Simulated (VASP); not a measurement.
# Cu2BrCl (R-3m) in VASP: a series of runs

Aim: see how the results for Cu2BrCl move with the level of theory and the settings. Levels: PBEsol, PBE. Tasks: single point.

Everything below comes from runs of VASP 6.6.1. Logs are shortened: lines on timing, memory, paths and dates and some standing lists are left out, and cuts for length are marked.

### Step 1. The cell of the first run

It takes space group R-3m (No. 166, trigonal). Conventional cell: a = 3.711 Å, b = 3.711 Å, c = 18.143 Å, α = 90.00°, β = 90.00°, γ = 120.00°. Within 3.5 Å of Br (site symmetry -3m) lie 6 Cu at 2.64 Å. Cu (site symmetry 3m) has 3 Cl at 2.61 Å and 3 Br at 2.64 Å within 3.4 Å. Cl (site symmetry -3m) has 6 Cu at 2.61 Å within 3.4 Å.

### Step 2. Single point, PBEsol

Contents of INCAR:

```
ALGO = Normal
EDIFF = 1E-6
ENCUT = 520
GGA = PS
ISIF = 2
ISMEAR = 0
LASPH = True
LCHARG = True
LELF = True
LREAL = False
LVHAR = True
LWAVE = False
NBANDS = 26
NELM = 60
PREC = Accurate
SIGMA = 0.05
```

Contents of KPOINTS:

```
k-points
0
Gamma
  7 7 7
```

Contents of POSCAR:

```
Cu2BrCl
1.0
    1.8555099526      1.0712791706      6.0475086568
   -1.8555099526      1.0712791706      6.0475086568
    0.0000000000     -2.1425583412      6.0475086568
Br Cu Cl
1 2 1
Direct
    0.0000000000      0.0000000000      0.0000000000
    0.7516030000      0.7516030000      0.7516030000
    0.2483970000      0.2483970000      0.2483970000
    0.5000000000      0.5000000000      0.5000000000
```

Potentials or basis: VASP PAW PBE potentials, release 64 (Br, Cu, Cl).

Launch:

```bash
> cat potpaw_PBE.64/Br/POTCAR potpaw_PBE.64/Cu/POTCAR potpaw_PBE.64/Cl/POTCAR > POTCAR
> mpirun -np 1 vasp_std > vasp.out
```

OUTCAR:

```text
EDIFF = 1E-6
   ENCUT = 520
   GGA = PS
   ISIF = 2
   ISMEAR = 0
   LASPH = True
   LREAL = False
   NELM = 60
   PREC = Accurate

 ion  position               nearest neighbor table
   1  0.000  0.000  0.000-   2 2.64   3 2.64   2 2.64   2 2.64   3 2.64   3 2.64
   2  0.752  0.752  0.752-   4 2.61   4 2.61   4 2.61   1 2.64   1 2.64   1 2.64
   3  0.248  0.248  0.248-   4 2.61   4 2.61   4 2.61   1 2.64   1 2.64   1 2.64
   4  0.500  0.500  0.500-   3 2.61   2 2.61   3 2.61   3 2.61   2 2.61   2 2.61

  LATTYP: Found a trigonal (rhomboedric) cell.
 ALAT       =     6.4158333207
 COS(alpha) =     0.8327175323

  Lattice vectors:

 A1 = (   1.8555099526,   1.0712791706,   6.0475086568)
 A2 = (  -1.8555099526,   1.0712791706,   6.0475086568)
 A3 = (   0.0000000000,  -2.1425583412,   6.0475086568)

Analysis of symmetry for initial positions (statically):
=====================================================================
 Subroutine PRICEL returns:
 Original cell was already a primitive cell.

 Routine SETGRP: Setting up the symmetry group for a
 trigonal (rhombohedral) supercell.

 Subroutine GETGRP returns: Found 12 space group operations
 (whereof 12 operations were pure point group operations)
 out of a pool of 12 trial point group operations.

The static configuration has the point symmetry D_3d.

Analysis of symmetry for dynamics (positions and initial velocities):
=====================================================================
 Subroutine PRICEL returns:
 Original cell was already a primitive cell.

 Routine SETGRP: Setting up the symmetry group for a
 trigonal (rhombohedral) supercell.

 Subroutine GETGRP returns: Found 12 space group operations
 (whereof 12 operations were pure point group operations)
 out of a pool of 12 trial point group operations.

The dynamic configuration has the point symmetry D_3d.

 Subroutine INISYM returns: Found 12 space group operations
 (whereof 12 operations are pure point group operations),
 and found     1 'primitive' translations

----------------------------------------------------------------------------------------

                                     Primitive cell

  volume of cell :      72.1263

  direct lattice vectors                    reciprocal lattice vectors
     1.855509953  1.071279171  6.047508657     0.269467700  0.155577249  0.055119116
    -1.855509953  1.071279171  6.047508657    -0.269467700  0.155577249  0.055119116
     0.000000000 -2.142558341  6.047508657     0.000000000 -0.311154499  0.055119116

  length of vectors
     6.415833321  6.415833321  6.415833321     0.315998796  0.315998796  0.315998796

  position of ions in fractional coordinates (direct lattice)
     0.000000000  0.000000000  0.000000000
     0.751603000  0.751603000  0.751603000
     0.248397000  0.248397000  0.248397000
     0.500000000  0.500000000  0.500000000

  ion indices of the primitive-cell ions
   primitive index   ion index
                 1           1
                 2           2
                 3           3
                 4           4

----------------------------------------------------------------------------------------

 KPOINTS: k-points

Automatic generation of k-mesh.
 Grid dimensions read from file:
 generate k-points for:    7    7    7

 Generating k-lattice:

  Cartesian coordinates                     Fractional coordinates (reciprocal lattice)
     0.038495386  0.022225321  0.007874159     0.142857143 -0.000000000 -0.000000000
    -0.038495386  0.022225321  0.007874159    -0.000000000  0.142857143 -0.000000000
     0.000000000 -0.044450643  0.007874159    -0.000000000 -0.000000000  0.142857143

  Length of vectors
     0.045142685  0.045142685  0.045142685

  Shift w.r.t. Gamma in fractional coordinates (k-lattice)
     0.000000000  0.000000000  0.000000000

 Subroutine IBZKPT returns following result:
 ===========================================

 Found     44 irreducible k-points:

 Following reciprocal coordinates:
            Coordinates               Weight
  0.000000  0.000000  0.000000      1.000000
  0.142857  0.000000  0.000000      6.000000
  0.285714  0.000000 -0.000000      6.000000
  0.428571  0.000000  0.000000      6.000000
  0.142857  0.142857  0.000000      6.000000
  0.285714  0.142857  0.000000     12.000000
[... 16 lines left out ...]
  0.285714  0.285714  0.142857      6.000000
  0.428571  0.285714  0.142857     12.000000
 [... further k-points ...]
   k-points           NKPTS =     44   k-points in BZ     NKDIM =     44   number of bands    NBANDS=     26
   number of dos      NEDOS =    301   number of ions     NIONS =      4
   total plane-waves  NPLWV = 110592
   dimension x,y,z NGX =    48 NGY =   48 NGZ =   48
   dimension x,y,z NGXF=    96 NGYF=   96 NGZF=   96
   ions per type =               1   2   1
   NGX,Y,Z   is equivalent  to a cutoff of  12.44, 12.44, 12.44 a.u.
   NGXF,Y,Z  is equivalent  to a cutoff of  24.88, 24.88, 24.88 a.u.
 SYSTEM =  unknown system
   PREC   = accura    normal or accurate (medium, high low for compatibility)
   ISTART =      0    job   : 0-new  1-cont  2-samecut
   ICHARG =      2    charge: 1-file 2-atom 10-const
   ISPIN  =      1    spin polarized calculation?
   LNONCOLLINEAR =      F non collinear calculations
   LSORBIT =      F    spin-orbit coupling
   LASPH  =      T    aspherical Exc in radial PAW
   ENCUT  =  520.0 eV  38.22 Ry    6.18 a.u.  11.93 11.93 11.93*2*pi/ulx,y,z
   NELM   =     60;   NELMIN=  2; NELMDL= -5     # of ELM steps
   EDIFF  = 0.1E-05   stopping-criterion for ELM
   LREAL  =      F    real-space projection
   EDIFFG = 0.1E-04   stopping-criterion for IOM
   NSW    =      0    number of steps for IOM
   IBRION =     -1    ionic relax: 0-MD 1-quasi-New 2-CG
   NFREE  =      0    steps in history (QN), initial steepest desc. (CG)
   ISIF   =      2    stress and relaxation
   ISYM   =      2    0-nonsym 1-usesym 2-fastsym
   POTIM  = 0.5000    time-step for ionic-motion
   TEBEG  =    0.0;   TEEND  =   0.0 temperature during run
   PSTRESS=    0.0 pullay stress
   NELECT =      36.0000    total number of electrons
   NUPDOWN=      -1.0000    fix difference up-down
   EMIN   =  10.00;   EMAX   =-10.00  energy-range for DOS
   EFERMI =   0.00;   METHOD = LEGACY
   ISMEAR =     0;   SIGMA  =   0.05  broadening in eV -4-tet -1-fermi 0-gaus
   EFERMI_NEDOS =   21; number of points for ismear=-14 and -15
   IALGO  =     38    algorithm
   IMIX   =      4    mixing-type and parameters
     AMIX     =   0.40;   BMIX     =  1.00
     AMIX_MAG =   1.60;   BMIX_MAG =  1.00
  volume/ion in A,a.u.               =      18.03       121.68
  Fermi-wavevector in a.u.,A,eV,Ry     =   1.298607  2.454012 22.944597  1.686380
  Thomas-Fermi vector in A             =   2.429924
   LORBIT       =      0    0 simple, 1 ext, 2 COOP (PROOUT), +10 PAW based schemes
   GGA     = PS    functional components
   LHFCALC =     F    Hartree Fock is set to
   AEXX    =    0.0000 exact exchange contribution
   IVDW    =     0    specifies the selected vdW correction
   LEPSILON=     F    determine dielectric tensor
   LRPA    =     F    only Hartree local field effects (RPA)
 non-spin polarized calculation
 Gauss-broadening in eV      SIGMA  =   0.05
  energy-cutoff  :      520.00
  volume of cell :       72.13
 maximum number of plane-waves:      1961
   NGX = 23   NGY = 23   NGZ = 23

 number of electron      36.0000002 magnetization

 Free energy of the ion-electron system (eV)
  ---------------------------------------------------
  ext. energy  EPLUGINS =         0.00000000
  ---------------------------------------------------
  free energy    TOTEN  =       -12.98554316 eV

  energy without entropy =      -12.98539640  energy(sigma->0) =      -12.98546978

 E-fermi :   5.0492     XC(G=0): -10.6016

 val. band max:        4.9976156792   @ k =   0.0000   0.0000   0.0000
 cond. band min:       5.0791396097   @ k =   0.0000   0.0000   0.0000
 fundamental gap:      0.0815239304
 Fermi energy:         5.0492012498

 k-point     1 :       0.0000    0.0000    0.0000
  band No.  band energies     occupation
      1     -11.9267      2.00000
      2     -11.1440      2.00000
      3      -2.1649      2.00000
      4       0.5226      2.00000
      5       0.5226      2.00000
      6       1.8319      2.00000
[... 18 lines left out ...]
     25      14.0532      0.00000
     26      14.0820      0.00000

 k-point     2 :       0.1429    0.0000    0.0000
  band No.  band energies     occupation
      1     -11.8081      2.00000
      2     -11.1020      2.00000
      3      -1.9268      2.00000
      4       0.1928      2.00000
      5       0.4947      2.00000
      6       0.8231      2.00000
[... 18 lines left out ...]
     25      13.3700      0.00000
     26      13.7698      0.00000

 k-point     3 :       0.2857    0.0000   -0.0000
  band No.  band energies     occupation
      1     -11.5124      2.00000
      2     -11.0128      2.00000
      3      -1.3221      2.00000
      4      -0.6510      2.00000
      5      -0.4624      2.00000
      6       0.4311      2.00000
[... 18 lines left out ...]
     25      12.5528      0.00000
     26      13.2859      0.00000

 k-point     4 :       0.4286    0.0000    0.0000
  band No.  band energies     occupation
      1     -11.2159      2.00000
      2     -10.9722      2.00000
      3      -1.3724      2.00000
      4      -1.3247      2.00000
      5      -0.4061      2.00000
      6       0.3157      2.00000
[... 18 lines left out ...]
     25      12.9952      0.00000
     26      13.2140      0.00000
[... 496 lines left out ...]
      1     -11.5219      2.00000
      2     -11.0010      2.00000
      3      -1.3219      2.00000
      4      -0.7764      2.00000
      5      -0.3844      2.00000
      6       0.4370      2.00000
[... 18 lines left out ...]
     25      12.7953      0.00000
     26      13.0193      0.00000

 k-point    23 :       0.2857    0.2857    0.1429
  band No.  band energies     occupation
      1     -11.7278      2.00000
      2     -11.2039      2.00000
      3      -1.6232      2.00000
      4       0.1540      2.00000
      5       0.5050      2.00000
      6       0.5838      2.00000
[... 18 lines left out ...]
     25      12.9682      0.00000
     26      13.2742      0.00000

 k-point    24 :       0.4286    0.2857    0.1429
  band No.  band energies     occupation
      1     -11.5125      2.00000
      2     -11.1392      2.00000
      3      -1.3385      2.00000
      4      -0.6295      2.00000
      5       0.1468      2.00000
      6       0.4329      2.00000
[... 18 lines left out ...]
     25      12.7572      0.00000
     26      13.3467      0.00000

 [... further k-points ...]
[... 5 lines left out ...]
  --------------------------------------------------------------------------------------
  -------------------------------------------------------------------------------------
  Total       -1.5659572     -1.5659572     -1.6145303      0.0000000      0.0000000      0.0000000
  in kB      -34.7853827    -34.7853827    -35.8643601      0.0000000      0.0000000      0.0000000
  external PRESSURE =     -35.1450418 kB  Pullay stress =       0.0000000 kB

 VOLUME and BASIS-vectors are now :
 -----------------------------------------------------------------------------
  energy-cutoff  :      520.00
  volume of cell :       72.13
      direct lattice vectors                 reciprocal lattice vectors
     1.855509953  1.071279171  6.047508657     0.269467700  0.155577249  0.055119116
    -1.855509953  1.071279171  6.047508657    -0.269467700  0.155577249  0.055119116
     0.000000000 -2.142558341  6.047508657     0.000000000 -0.311154499  0.055119116

 POSITION                                       TOTAL-FORCE (eV/Angst)
 -----------------------------------------------------------------------------------
      0.00000      0.00000      0.00000         0.000000      0.000000      0.000000
      0.00000      0.00000     13.63598         0.000000      0.000000      0.097176
      0.00000      0.00000      4.50655         0.000000     -0.000000     -0.097176
      0.00000      0.00000      9.07126        -0.000000     -0.000000     -0.000000
 -----------------------------------------------------------------------------------
    total drift:                                0.000000     -0.000000      0.000000

  FREE ENERGIE OF THE ION-ELECTRON SYSTEM (eV)
  ---------------------------------------------------
  free  energy   TOTEN  =       -12.9855431561 eV

  energy  without entropy=      -12.9853963995  energy(sigma->0) =      -12.98546978
```

Run time: 2.4 min. Hardware: 1 thread of Intel Xeon Platinum 8488C (Sapphire Rapids), shared host; peak memory 0.36 GiB.

Results:

```
Free energy            : -12.9855 eV
Pressure               : -3.5 GPa
Largest force          : 0.097 eV/Å
Band gap on the k mesh : 0.08 eV, direct
```

Forces in eV/Å, atoms in the order of the input:
```
Br   0.000  0.000  0.000
Cu   0.000  0.000  0.097
Cu   0.000  0.000 -0.097
Cl   0.000  0.000  0.000
```

Levels at points of the mesh, in eV from the valence-band top:
```csv
k point,band 15,band 16,band 17,band 18,band 19,band 20,band 21,band 22
"(0.00, 0.00, 0.00)",-1.35,-1.25,0.00,0.00,0.08,2.86,5.80,5.80
```

Caveat: the PAW data sets were made with another functional, which shifts forces and pressure a little.

### Step 3. Single point, PBEsol

Contents of INCAR:

```
SYSTEM = Cu2BrCl
PREC = Accurate
ENCUT = 520
EDIFF = 1E-6
ISMEAR = 0
SIGMA = 0.05
LREAL = .False.
LASPH = .True.
NELM = 100
ALGO = Normal
ISIF = 2
LWAVE = .False.
LCHARG = .False.
GGA = PS
NBANDS = 26
```

Contents of KPOINTS:

```
Automatic mesh
0
Gamma
  7 7 7
  0 0 0
```

POSCAR is that of step 2.

Potentials or basis: VASP PAW PBE potentials, release 64 (Br, Cu, Cl).

Launch:

```bash
> cat potpaw_PBE.64/Br/POTCAR potpaw_PBE.64/Cu/POTCAR potpaw_PBE.64/Cl/POTCAR > POTCAR
> mpirun -np 1 vasp_std > vasp.out
```

It took 2.3 min on 1 thread of Intel Xeon Platinum 8488C (Sapphire Rapids), shared host; peak memory 0.35 GiB.

The run converged. Its results:

```yaml
Free_energy: -12.9855 eV
Pressure: -3.5 GPa
Largest_force: 0.097 eV/Å
Band_gap_on_the_k_mesh: 0.08 eV, direct
```

Forces on the atoms (eV/Å):
```
Br   0.000  0.000  0.000
Cu   0.000  0.000  0.097
Cu   0.000  0.000 -0.097
Cl   0.000  0.000  0.000
```

Stress tensor (GPa, compression positive):
```
-3.48  0.00  0.00
 0.00 -3.48  0.00
 0.00  0.00 -3.59
```

Levels at points of the mesh, in eV from the valence-band top:
| k point | band 14 | band 15 | band 16 | band 17 | band 18 | band 19 | band 20 | band 21 | band 22 | band 23 |
| --- | --- | --- | --- | --- | --- | --- | --- | --- | --- | --- |
| (0.00, 0.00, 0.00) | -1.35 | -1.35 | -1.25 | 0.00 | 0.00 | 0.08 | 2.86 | 5.80 | 5.80 | 6.47 |

Caveat: the PAW data sets were made with another functional, which shifts forces and pressure a little. A k mesh can miss the band edges.

(Part 1 of 2 ends here.)
